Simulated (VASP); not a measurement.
# RbLi (P4/mmm) in VASP: relaxation of cell and atoms with PBE

Aim: the relaxation of cell and atoms of RbLi with PBE.

Everything below comes from runs of VASP 6.6.1. Logs are shortened: lines on timing, memory, paths and dates and some standing lists are left out, and cuts for length are marked.

## (1) The cell of the first run

The structure is tetragonal, space group P4/mmm (No. 123). Conventional cell: a = 4.503 Å, b = 4.503 Å, c = 5.106 Å, α = 90.00°, β = 90.00°, γ = 90.00°. Rb (site symmetry 4/mmm) has 8 Li at 4.08 Å and 6 Rb at 4.50 to 5.11 Å within 5.4 Å. Within 5.4 Å of Li (site symmetry 4/mmm) lie 8 Rb at 4.08 Å and 6 Li at 4.50 to 5.11 Å.

## (2) Relaxation of cell and atoms, PBE

Contents of INCAR:

```
PREC = Accurate ; ENCUT = 600
EDIFF = 1E-7 ; ISMEAR = 0
SIGMA = 0.1 ; LREAL = F
LASPH = T ; NELM = 100
ALGO = Fast ; ISIF = 3
LWAVE = F ; LCHARG = F
GGA = PE ; IBRION = 2
NSW = 100 ; EDIFFG = -0.01
```

Contents of KPOINTS:

```
Automatic mesh
0
Gamma
  12 12 12
```

Contents of POSCAR:

```
RbLi
1.0
    4.5030810439      0.0000000000      0.0000000000
    0.0000000000      4.5030810439      0.0000000000
    0.0000000000      0.0000000000      5.1064063769
Rb Li
1 1
Direct
    0.5000000000      0.5000000000      0.5000000000
    0.0000000000      0.0000000000      0.0000000000
```

Potentials or basis: VASP PAW PBE potentials, release 64 (Rb_sv, Li_sv).

The run is started by

```sh
$ cat potpaw_PBE.64/Rb_sv/POTCAR potpaw_PBE.64/Li_sv/POTCAR > POTCAR
$ mpirun -np 1 vasp_std > vasp.out
```

OUTCAR:

```text
PREC = Accurate
   ENCUT = 600
   EDIFF = 1E-7
   ISMEAR = 0
   LREAL = F
   LASPH = T
   NELM = 100
   ISIF = 3
   GGA = PE
   IBRION = 2
   NSW = 100
   EDIFFG = -0.01

 ion  position               nearest neighbor table
   1  0.500  0.500  0.500-   2 4.08   2 4.08   2 4.08   2 4.08   2 4.08   2 4.08   2 4.08   2 4.08

   2  0.000  0.000  0.000-   1 4.08   1 4.08   1 4.08   1 4.08   1 4.08   1 4.08   1 4.08   1 4.08

  LATTYP: Found a simple tetragonal cell.
 ALAT       =     4.5030810439
 C/A-ratio  =     1.1339805629

  Lattice vectors:

 A1 = (   4.5030810439,   0.0000000000,   0.0000000000)
 A2 = (   0.0000000000,   4.5030810439,   0.0000000000)
 A3 = (   0.0000000000,   0.0000000000,   5.1064063769)

Analysis of symmetry for initial positions (statically):
=====================================================================
 Subroutine PRICEL returns:
 Original cell was already a primitive cell.

 Routine SETGRP: Setting up the symmetry group for a
 simple tetragonal supercell.

 Subroutine GETGRP returns: Found 16 space group operations
 (whereof 16 operations were pure point group operations)
 out of a pool of 16 trial point group operations.

The static configuration has the point symmetry D_4h.

Analysis of symmetry for dynamics (positions and initial velocities):
=====================================================================
 Subroutine PRICEL returns:
 Original cell was already a primitive cell.

 Routine SETGRP: Setting up the symmetry group for a
 simple tetragonal supercell.

 Subroutine GETGRP returns: Found 16 space group operations
 (whereof 16 operations were pure point group operations)
 out of a pool of 16 trial point group operations.

The dynamic configuration has the point symmetry D_4h.

 Subroutine INISYM returns: Found 16 space group operations
 (whereof 16 operations are pure point group operations),
 and found     1 'primitive' translations

----------------------------------------------------------------------------------------

                                     Primitive cell

  volume of cell :     103.5464

  direct lattice vectors                    reciprocal lattice vectors
     4.503081044  0.000000000  0.000000000     0.222070176  0.000000000  0.000000000
     0.000000000  4.503081044  0.000000000     0.000000000  0.222070176  0.000000000
     0.000000000  0.000000000  5.106406377     0.000000000  0.000000000  0.195832436

  length of vectors
     4.503081044  4.503081044  5.106406377     0.222070176  0.222070176  0.195832436

  position of ions in fractional coordinates (direct lattice)
     0.500000000  0.500000000  0.500000000
     0.000000000  0.000000000  0.000000000

  ion indices of the primitive-cell ions
   primitive index   ion index
                 1           1
                 2           2

----------------------------------------------------------------------------------------

 KPOINTS: Automatic mesh

Automatic generation of k-mesh.
 Grid dimensions read from file:
 generate k-points for:   12   12   12

 Generating k-lattice:

  Cartesian coordinates                     Fractional coordinates (reciprocal lattice)
     0.018505848  0.000000000  0.000000000     0.083333333  0.000000000  0.000000000
     0.000000000  0.018505848  0.000000000     0.000000000  0.083333333  0.000000000
     0.000000000  0.000000000  0.016319370     0.000000000  0.000000000  0.083333333

  Length of vectors
     0.018505848  0.018505848  0.016319370

  Shift w.r.t. Gamma in fractional coordinates (k-lattice)
     0.000000000  0.000000000  0.000000000

 Subroutine IBZKPT returns following result:
 ===========================================

 Found    196 irreducible k-points:

 Following reciprocal coordinates:
            Coordinates               Weight
  0.000000  0.000000  0.000000      1.000000
  0.083333  0.000000  0.000000      4.000000
  0.166667  0.000000  0.000000      4.000000
  0.250000  0.000000  0.000000      4.000000
  0.333333  0.000000  0.000000      4.000000
  0.416667  0.000000  0.000000      4.000000
[... 16 lines left out ...]
  0.333333  0.333333  0.000000      4.000000
  0.416667  0.333333  0.000000      8.000000
 [... further k-points ...]
   k-points           NKPTS =    196   k-points in BZ     NKDIM =    196   number of bands    NBANDS=     10
   number of dos      NEDOS =    301   number of ions     NIONS =      2
   total plane-waves  NPLWV =  54432
   dimension x,y,z NGX =    36 NGY =   36 NGZ =   42
   dimension x,y,z NGXF=    72 NGYF=   72 NGZF=   84
   ions per type =               1   1
   NGX,Y,Z   is equivalent  to a cutoff of  13.29, 13.29, 13.67 a.u.
   NGXF,Y,Z  is equivalent  to a cutoff of  26.58, 26.58, 27.35 a.u.
 SYSTEM =  unknown system
   PREC   = accura    normal or accurate (medium, high low for compatibility)
   ISTART =      0    job   : 0-new  1-cont  2-samecut
   ICHARG =      2    charge: 1-file 2-atom 10-const
   ISPIN  =      1    spin polarized calculation?
   LNONCOLLINEAR =      F non collinear calculations
   LSORBIT =      F    spin-orbit coupling
   LASPH  =      T    aspherical Exc in radial PAW
   ENCUT  =  600.0 eV  44.10 Ry    6.64 a.u.   8.99  8.99 10.20*2*pi/ulx,y,z
   NELM   =    100;   NELMIN=  2; NELMDL= -5     # of ELM steps
   EDIFF  = 0.1E-06   stopping-criterion for ELM
   LREAL  =      F    real-space projection
   EDIFFG = -.1E-01   stopping-criterion for IOM
   NSW    =    100    number of steps for IOM
   IBRION =      2    ionic relax: 0-MD 1-quasi-New 2-CG
   NFREE  =      1    steps in history (QN), initial steepest desc. (CG)
   ISIF   =      3    stress and relaxation
   ISYM   =      2    0-nonsym 1-usesym 2-fastsym
   POTIM  = 0.5000    time-step for ionic-motion
   TEBEG  =    0.0;   TEEND  =   0.0 temperature during run
   PSTRESS=    0.0 pullay stress
   NELECT =      12.0000    total number of electrons
   NUPDOWN=      -1.0000    fix difference up-down
   EMIN   =  10.00;   EMAX   =-10.00  energy-range for DOS
   EFERMI =   0.00;   METHOD = LEGACY
   ISMEAR =     0;   SIGMA  =   0.10  broadening in eV -4-tet -1-fermi 0-gaus
   EFERMI_NEDOS =   21; number of points for ismear=-14 and -15
   IALGO  =     68    algorithm
   IMIX   =      4    mixing-type and parameters
     AMIX     =   0.40;   BMIX     =  1.00
     AMIX_MAG =   1.60;   BMIX_MAG =  1.00
  volume/ion in A,a.u.               =      51.77       349.38
  Fermi-wavevector in a.u.,A,eV,Ry     =   0.798161  1.508305  8.667732  0.637060
  Thomas-Fermi vector in A             =   1.905018
   LORBIT       =      0    0 simple, 1 ext, 2 COOP (PROOUT), +10 PAW based schemes
   GGA     = PE    functional components
   LHFCALC =     F    Hartree Fock is set to
   AEXX    =    0.0000 exact exchange contribution
   IVDW    =     0    specifies the selected vdW correction
   LEPSILON=     F    determine dielectric tensor
   LRPA    =     F    only Hartree local field effects (RPA)
 conjugate gradient relaxation of ions
 non-spin polarized calculation
 RMM-DIIS sequential band-by-band and
 Gauss-broadening in eV      SIGMA  =   0.10
  energy-cutoff  :      600.00
  volume of cell :      103.55
 maximum number of plane-waves:      3504
 NGX is ok and might be reduce to    36
   NGX = 17   NGY = 17   NGZ = 21

--------------------------------------- Ionic step        1  -------------------------------------------

 number of electron      12.0000006 magnetization

 Free energy of the ion-electron system (eV)
  ---------------------------------------------------
  ext. energy  EPLUGINS =         0.00000000
  ---------------------------------------------------
  free energy    TOTEN  =        -2.40590897 eV

  energy without entropy =       -2.39890217  energy(sigma->0) =       -2.40240557

------------------------ aborting loop because EDIFF is reached ----------------------------------------

  FORCE on cell =-STRESS in cart. coord.  units (eV):
  Direction    XX          YY          ZZ          XY          YZ          ZX
  --------------------------------------------------------------------------------------
  -------------------------------------------------------------------------------------
  Total        0.1147962      0.1147962      0.0391821      0.0000000      0.0000000      0.0000000
  in kB        1.7762460      1.7762460      0.6062660      0.0000000      0.0000000      0.0000000
  external PRESSURE =       1.3862527 kB  Pullay stress =       0.0000000 kB
[... 237 lines left out ...]
  energy  without entropy=       -2.4018019895  energy(sigma->0) =       -2.40548285

--------------------------------------- Ionic step        8  -------------------------------------------

 number of electron      11.9999996 magnetization

 Free energy of the ion-electron system (eV)
  ---------------------------------------------------
  ext. energy  EPLUGINS =         0.00000000
  ---------------------------------------------------
  free energy    TOTEN  =        -2.40982830 eV

  energy without entropy =       -2.40184620  energy(sigma->0) =       -2.40583725

 E-fermi :   0.0368     XC(G=0):  -6.0059

 val. band max:        0.0330576953   @ k =   0.5000   0.2500   0.3333
 cond. band min:       0.0368610659   @ k =   0.5000   0.0000   0.5000
 fundamental gap:      0.0038033706
 Fermi energy:         0.0368219342

 k-point     1 :       0.0000    0.0000    0.0000
  band No.  band energies     occupation
      1     -47.8583      2.00000
      2     -28.2565      2.00000
      3     -12.3219      2.00000
      4     -12.3189      2.00000
      5     -12.3189      2.00000
      6      -2.3441      2.00000
      7       2.4422      0.00000
      8       2.5292      0.00000
      9       3.2809      0.00000
     10       3.5637      0.00000
[... 287 lines left out ...]
 k-point    24 :       0.4167    0.3333    0.0000
  band No.  band energies     occupation
      1     -47.8583      2.00000
      2     -28.2505      2.00000
      3     -12.4099      2.00000
      4     -12.3882      2.00000
      5     -12.3047      2.00000
      6      -0.4520      2.00000
      7       0.5420      0.00000
      8       1.3132      0.00000
      9       2.7531      0.00000
     10       3.6026      0.00000

 [... further k-points ...]

------------------------ aborting loop because EDIFF is reached ----------------------------------------

  FORCE on cell =-STRESS in cart. coord.  units (eV):
  Direction    XX          YY          ZZ          XY          YZ          ZX
  --------------------------------------------------------------------------------------
  -------------------------------------------------------------------------------------
  Total        0.0016576      0.0016576     -0.0041734      0.0000000     -0.0000000     -0.0000000
  in kB        0.0248455      0.0248455     -0.0625539      0.0000000     -0.0000000     -0.0000000
  external PRESSURE =      -0.0042876 kB  Pullay stress =       0.0000000 kB
[... 17 lines left out ...]
  FREE ENERGIE OF THE ION-ELECTRON SYSTEM (eV)
  ---------------------------------------------------
  free  energy   TOTEN  =        -2.4098283030 eV

  energy  without entropy=       -2.4018462018  energy(sigma->0) =       -2.40583725

 reached required accuracy - stopping structural energy minimisation
```

It took 23 min on 1 thread of Intel Xeon 6975P-C (Granite Rapids), shared host; peak memory 0.45 GiB.

Results:

| Property | Result |
| --- | --- |
| Free energy | -2.4098 eV |
| Relaxed volume | 53.45 Å³/atom |
| Relaxed cell | a = 4.703 Å, b = 4.703 Å, c = 4.832 Å, α = 90.00°, β = 90.00°, γ = 90.00° |
| Space group after relaxing (to 0.1 Å) | P4/mmm (No. 123) |
| Energy gained by relaxing | 2.0 meV/atom |
| Ionic steps | 8 |
| Pressure after relaxing | 0.0 GPa |
| Band gap on the k mesh | zero (bands 6 and 7 overlap by 1.46 eV) |

Step by step:
```csv
step,energy change (eV),largest force (eV/Å),pressure (GPa),volume (Å³)
1,0.0000,0.0000,0.14,103.55
2,-0.0006,0.0000,0.10,104.22
3,-0.0016,0.0000,0.02,106.10
4,-0.0017,0.0000,-0.03,106.93
5,-0.0019,0.0000,-0.02,106.94
6,-0.0024,0.0000,-0.02,106.97
7,-0.0033,0.0000,-0.01,106.99
8,-0.0039,0.0000,0.00,106.89
```

Final structure:
```
Rb Li
1.0
     4.70342    0.00000    0.00000
     0.00000    4.70342    0.00000
     0.00000    0.00000    4.83187
Rb Li
1 1
Direct
  0.50000 0.50000 0.50000
  0.00000 0.00000 0.00000
```

Levels at points of the mesh, in eV from the Fermi level:
```tsv
k point	band 3	band 4	band 5	band 6	band 7	band 8	band 9	band 10
(0.00, 0.00, 0.00)	-12.36	-12.36	-12.36	-2.38	2.41	2.49	3.24	3.53
(0.50, 0.00, 0.00)	-12.46	-12.35	-12.35	-0.72	-0.58	2.92	3.19	3.28
(0.50, 0.50, 0.00)	-12.45	-12.45	-12.34	0.06	0.85	0.85	1.71	4.41
(0.00, 0.00, 0.50)	-12.44	-12.35	-12.35	-0.79	-0.68	3.15	3.15	3.25
(0.50, 0.00, 0.50)	-12.45	-12.43	-12.34	0.00	0.77	0.81	1.62	4.56
(0.50, 0.50, 0.50)	-12.44	-12.44	-12.42	0.77	0.78	0.78	2.18	3.63
```

Caveat: the cutoff is under 1.25 times the usual one of these potentials, so pressure, stress and relaxed cells hold a basis-set (Pulay) error.
